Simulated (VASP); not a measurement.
**Sb: single point with LDA**

Sb:

```
Sb
1.0
     0.00000    3.09248    3.09248
     3.09248    0.00000    3.09248
     3.09248    3.09248    0.00000
Sb
2
Direct
  0.00000 0.00000 0.00000
  0.25000 0.25000 0.25000
```

```
Program                : VASP 6.6.1
Task                   : single point
Functional             : LDA
Potentials or basis    : VASP PAW LDA potentials, release 64 (Sb)
Cutoff                 : 520 eV
k mesh                 : 6 × 6 × 6
Occupations            : fermi-dirac, width 0.05 eV
Spin                   : no spin polarisation
Dipole correction      : no
Further INCAR settings : ALGO = Normal; EDIFF = 1e-06; NBANDS = 12
```

```json
{"Pressure": "20.6 GPa", "Band gap on the k mesh": "zero (band 5 reaches 8.09 eV, above the bottom of band 6 at 6.61 eV)"}
```

Levels at points of the mesh, in eV from the Fermi level:
```csv
k point,band 2,band 3,band 4,band 5,band 6,band 7,band 8,band 9
"(0.00, 0.00, 0.00)",-3.81,-2.74,-2.74,-2.74,-0.14,-0.14,-0.14,3.42
"(0.50, 0.00, 0.00)",-9.64,-3.95,-3.95,-2.65,1.11,1.11,4.14,6.77
"(0.50, 0.50, 0.00)",-11.13,-5.29,-5.29,-1.42,-1.42,5.62,5.62,7.52
```

Wall time 7 s on 1 thread of Intel Xeon 6975P-C, with other jobs on the host, peak memory 0.16 GiB.

Caveat: spin-orbit coupling is left out, which moves the levels of the heavy elements.
